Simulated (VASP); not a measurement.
# Ta (I4/mmm) in VASP: single point with PBE

Aim: the single point of Ta with PBE.

All numbers are computed with VASP 6.6.1; they aren't measurements. Logs are shortened: lines on timing, memory, paths and dates and some standing lists are left out, and cuts for length are marked.

## (1) The cell of the first run

Symmetry: I4/mmm, No. 139, tetragonal system. Conventional cell: a = 2.792 Å, b = 2.792 Å, c = 4.774 Å, α = 90.00°, β = 90.00°, γ = 90.00°. Within 3.7 Å of Ta (site symmetry 4/mmm) lie 12 Ta at 2.79 to 3.10 Å.

## (2) Single point, PBE

Contents of INCAR:

```
  ALGO = Fast
  EDIFF = 1E-6
  ENCUT = 520
  GGA = PE
  ISIF = 2
  ISMEAR = 0
  LASPH = True
  LCHARG = False
  LREAL = False
  LWAVE = False
  NBANDS = 12
  NELM = 80
  PREC = Accurate
  SIGMA = 0.1
```

Contents of KPOINTS:

```
k-points
0
Gamma
  26 26 26
```

Contents of POSCAR:

```
Ta
1.0
   -1.3958875362      1.3958875362      2.3868816977
    1.3958875362     -1.3958875362      2.3868816977
    1.3958875362      1.3958875362     -2.3868816977
Ta
1
Direct
    0.0000000000      0.0000000000      0.0000000000
```

Potentials or basis: VASP PAW PBE potentials, release 64 (Ta_pv).

Launch:

```bash
$ cat potpaw_PBE.64/Ta_pv/POTCAR > POTCAR
$ mpirun -np 1 vasp_std > vasp.out
```

OUTCAR:

```text
EDIFF = 1E-6
   ENCUT = 520
   GGA = PE
   ISIF = 2
   ISMEAR = 0
   LASPH = True
   LREAL = False
   NELM = 80
   PREC = Accurate

 ion  position               nearest neighbor table
   1  0.000  0.000  0.000-

  LATTYP: Found a body centered tetragonal cell.
 ALAT       =     2.7917750724
 C/A-ratio  =     1.7099383982

  Lattice vectors:

 A1 = (  -1.3958875362,   1.3958875362,   2.3868816977)
 A2 = (   1.3958875362,  -1.3958875362,   2.3868816977)
 A3 = (   1.3958875362,   1.3958875362,  -2.3868816977)

Analysis of symmetry for initial positions (statically):
=====================================================================
 Subroutine PRICEL returns:
 Original cell was already a primitive cell.

 Routine SETGRP: Setting up the symmetry group for a
 body centered tetragonal supercell.

 Subroutine GETGRP returns: Found 16 space group operations
 (whereof 16 operations were pure point group operations)
 out of a pool of 16 trial point group operations.

The static configuration has the point symmetry D_4h.

Analysis of symmetry for dynamics (positions and initial velocities):
=====================================================================
 Subroutine PRICEL returns:
 Original cell was already a primitive cell.

 Routine SETGRP: Setting up the symmetry group for a
 body centered tetragonal supercell.

 Subroutine GETGRP returns: Found 16 space group operations
 (whereof 16 operations were pure point group operations)
 out of a pool of 16 trial point group operations.

The dynamic configuration has the point symmetry D_4h.

 Subroutine INISYM returns: Found 16 space group operations
 (whereof 16 operations are pure point group operations),
 and found     1 'primitive' translations

----------------------------------------------------------------------------------------

                                     Primitive cell

  volume of cell :      18.6034

  direct lattice vectors                    reciprocal lattice vectors
    -1.395887536  1.395887536  2.386881698     0.000000000  0.358195046  0.209478333
     1.395887536 -1.395887536  2.386881698     0.358195046  0.000000000  0.209478333
     1.395887536  1.395887536 -2.386881698     0.358195046  0.358195046  0.000000000

  length of vectors
     3.097451899  3.097451899  3.097451899     0.414951639  0.414951639  0.506564292

  position of ions in fractional coordinates (direct lattice)
     0.000000000  0.000000000  0.000000000

  ion indices of the primitive-cell ions
   primitive index   ion index
                 1           1

----------------------------------------------------------------------------------------

 KPOINTS: k-points

Automatic generation of k-mesh.
 Grid dimensions read from file:
 generate k-points for:   26   26   26

 Generating k-lattice:

  Cartesian coordinates                     Fractional coordinates (reciprocal lattice)
     0.000000000  0.013776733  0.008056859     0.038461538  0.000000000 -0.000000000
     0.013776733  0.000000000  0.008056859     0.000000000  0.038461538 -0.000000000
     0.013776733  0.013776733  0.000000000     0.000000000  0.000000000  0.038461538

  Length of vectors
     0.015959678  0.015959678  0.019483242

  Shift w.r.t. Gamma in fractional coordinates (k-lattice)
     0.000000000  0.000000000  0.000000000

 Subroutine IBZKPT returns following result:
 ===========================================

 Found   1330 irreducible k-points:

 Following reciprocal coordinates:
            Coordinates               Weight
  0.000000  0.000000  0.000000      1.000000
  0.038462  0.000000 -0.000000      8.000000
  0.076923  0.000000 -0.000000      8.000000
  0.115385  0.000000  0.000000      8.000000
  0.153846  0.000000  0.000000      8.000000
  0.192308 -0.000000  0.000000      8.000000
[... 16 lines left out ...]
  0.346154  0.038462 -0.000000     16.000000
  0.384615  0.038462  0.000000     16.000000
 [... further k-points ...]
   k-points           NKPTS =   1330   k-points in BZ     NKDIM =   1330   number of bands    NBANDS=     12
   number of dos      NEDOS =    301   number of ions     NIONS =      1
   total plane-waves  NPLWV =  13824
   dimension x,y,z NGX =    24 NGY =   24 NGZ =   24
   dimension x,y,z NGXF=    48 NGYF=   48 NGZF=   48
   ions per type =               1
   NGX,Y,Z   is equivalent  to a cutoff of  12.88, 12.88, 12.88 a.u.
   NGXF,Y,Z  is equivalent  to a cutoff of  25.76, 25.76, 25.76 a.u.
 SYSTEM =  unknown system
   PREC   = accura    normal or accurate (medium, high low for compatibility)
   ISTART =      0    job   : 0-new  1-cont  2-samecut
   ICHARG =      2    charge: 1-file 2-atom 10-const
   ISPIN  =      1    spin polarized calculation?
   LNONCOLLINEAR =      F non collinear calculations
   LSORBIT =      F    spin-orbit coupling
   LASPH  =      T    aspherical Exc in radial PAW
   ENCUT  =  520.0 eV  38.22 Ry    6.18 a.u.   5.76  5.76  5.76*2*pi/ulx,y,z
   NELM   =     80;   NELMIN=  2; NELMDL= -5     # of ELM steps
   EDIFF  = 0.1E-05   stopping-criterion for ELM
   LREAL  =      F    real-space projection
   EDIFFG = 0.1E-04   stopping-criterion for IOM
   NSW    =      0    number of steps for IOM
   IBRION =     -1    ionic relax: 0-MD 1-quasi-New 2-CG
   NFREE  =      0    steps in history (QN), initial steepest desc. (CG)
   ISIF   =      2    stress and relaxation
   ISYM   =      2    0-nonsym 1-usesym 2-fastsym
   POTIM  = 0.5000    time-step for ionic-motion
   TEBEG  =    0.0;   TEEND  =   0.0 temperature during run
   PSTRESS=    0.0 pullay stress
   NELECT =      11.0000    total number of electrons
   NUPDOWN=      -1.0000    fix difference up-down
   EMIN   =  10.00;   EMAX   =-10.00  energy-range for DOS
   EFERMI =   0.00;   METHOD = LEGACY
   ISMEAR =     0;   SIGMA  =   0.10  broadening in eV -4-tet -1-fermi 0-gaus
   EFERMI_NEDOS =   21; number of points for ismear=-14 and -15
   IALGO  =     68    algorithm
   IMIX   =      4    mixing-type and parameters
     AMIX     =   0.40;   BMIX     =  1.00
     AMIX_MAG =   1.60;   BMIX_MAG =  1.00
  volume/ion in A,a.u.               =      18.60       125.54
  Fermi-wavevector in a.u.,A,eV,Ry     =   1.374069  2.596614 25.688685  1.888065
  Thomas-Fermi vector in A             =   2.499529
   LORBIT       =      0    0 simple, 1 ext, 2 COOP (PROOUT), +10 PAW based schemes
   GGA     = PE    functional components
   LHFCALC =     F    Hartree Fock is set to
   AEXX    =    0.0000 exact exchange contribution
   IVDW    =     0    specifies the selected vdW correction
   LEPSILON=     F    determine dielectric tensor
   LRPA    =     F    only Hartree local field effects (RPA)
 non-spin polarized calculation
 RMM-DIIS sequential band-by-band and
 Gauss-broadening in eV      SIGMA  =   0.10
  energy-cutoff  :      520.00
  volume of cell :       18.60
 maximum number of plane-waves:       532
   NGX = 11   NGY = 11   NGZ = 11

 number of electron      11.0000000 magnetization

 Free energy of the ion-electron system (eV)
  ---------------------------------------------------
  ext. energy  EPLUGINS =         0.00000000
  ---------------------------------------------------
  free energy    TOTEN  =       -11.65018995 eV

  energy without entropy =      -11.64352966  energy(sigma->0) =      -11.64685981

 E-fermi :   5.4502     XC(G=0): -12.4420

 val. band max:        5.4498652898   @ k =   0.3077   0.1538   0.1154
 cond. band min:       5.4502368395   @ k =   0.3846   0.1923   0.1154
 fundamental gap:      0.0003715497
 Fermi energy:         5.4501567390

 k-point     1 :       0.0000    0.0000    0.0000
  band No.  band energies     occupation
      1     -28.0672      2.00000
      2     -27.8830      2.00000
      3     -27.8830      2.00000
      4      -2.5493      2.00000
      5       4.5323      2.00000
      6       6.8772      0.00000
      7       7.1797      0.00000
      8       7.1797      0.00000
      9      10.8390      0.00000
     10      18.6056      0.00000
     11      19.8384      0.00000
     12      19.8607      0.00000

 k-point     2 :       0.0385    0.0000   -0.0000
  band No.  band energies     occupation
      1     -28.0719      2.00000
      2     -27.9000      2.00000
      3     -27.8831      2.00000
      4      -2.4878      2.00000
      5       4.5577      2.00000
      6       6.8725      0.00000
      7       7.1198      0.00000
      8       7.2084      0.00000
      9      10.7820      0.00000
     10      18.7348      0.00000
     11      19.8382      0.00000
     12      19.9517      0.00000

 k-point     3 :       0.0769    0.0000   -0.0000
  band No.  band energies     occupation
      1     -28.0876      2.00000
      2     -27.9478      2.00000
      3     -27.8833      2.00000
      4      -2.3061      2.00000
      5       4.6276      2.00000
      6       6.7590      0.00000
      7       7.0648      0.00000
      8       7.2921      0.00000
      9      10.6214      0.00000
     10      19.0776      0.00000
     11      19.8379      0.00000
     12      20.2247      0.00000
[... 286 lines left out ...]
 k-point    23 :       0.3462    0.0385   -0.0000
  band No.  band energies     occupation
      1     -28.8563      2.00000
      2     -28.2201      2.00000
      3     -27.9058      2.00000
      4       0.7180      2.00000
      5       4.7545      2.00000
      6       5.4353      1.16633
      7       7.4782      0.00000
      8      10.0080      0.00000
      9      10.5278      0.00000
     10      17.3354      0.00000
     11      19.0481      0.00000
     12      19.8503      0.00000

 k-point    24 :       0.3846    0.0385    0.0000
  band No.  band energies     occupation
      1     -28.9521      2.00000
      2     -28.2377      2.00000
      3     -27.9053      2.00000
      4       0.9068      2.00000
      5       4.7124      2.00000
      6       5.7366      0.00005
      7       7.3423      0.00000
      8      10.5074      0.00000
      9      10.9089      0.00000
     10      16.8618      0.00000
     11      18.2375      0.00000
     12      19.8460      0.00000

 [... further k-points ...]
[... 5 lines left out ...]
  --------------------------------------------------------------------------------------
  -------------------------------------------------------------------------------------
  Total        0.0087209      0.0087209      0.0048157      0.0000000      0.0000000     -0.0000000
  in kB        0.7510657      0.7510657      0.4147418      0.0000000      0.0000000     -0.0000000
  external PRESSURE =       0.6389578 kB  Pullay stress =       0.0000000 kB

 VOLUME and BASIS-vectors are now :
 -----------------------------------------------------------------------------
  energy-cutoff  :      520.00
  volume of cell :       18.60
      direct lattice vectors                 reciprocal lattice vectors
    -1.395887536  1.395887536  2.386881698     0.000000000  0.358195046  0.209478333
     1.395887536 -1.395887536  2.386881698     0.358195046  0.000000000  0.209478333
     1.395887536  1.395887536 -2.386881698     0.358195046  0.358195046  0.000000000

 POSITION                                       TOTAL-FORCE (eV/Angst)
 -----------------------------------------------------------------------------------
      0.00000      0.00000      0.00000         0.000000     -0.000000     -0.000000
 -----------------------------------------------------------------------------------
    total drift:                               -0.000000      0.000000     -0.000000

  FREE ENERGIE OF THE ION-ELECTRON SYSTEM (eV)
  ---------------------------------------------------
  free  energy   TOTEN  =       -11.6501899467 eV

  energy  without entropy=      -11.6435296636  energy(sigma->0) =      -11.64685981
```

It took 81 s on 1 thread of Intel Xeon 6975P-C (Granite Rapids), shared host; peak memory 0.39 GiB.

Results:

| Property | Result |
| --- | --- |
| Free energy | -11.6502 eV |
| Pressure | 0.1 GPa |
| Band gap on the k mesh | zero (an odd number of electrons rules out a gap without spin polarisation) |

Caveat: spin-orbit coupling is left out, which moves the levels of the heavy elements.
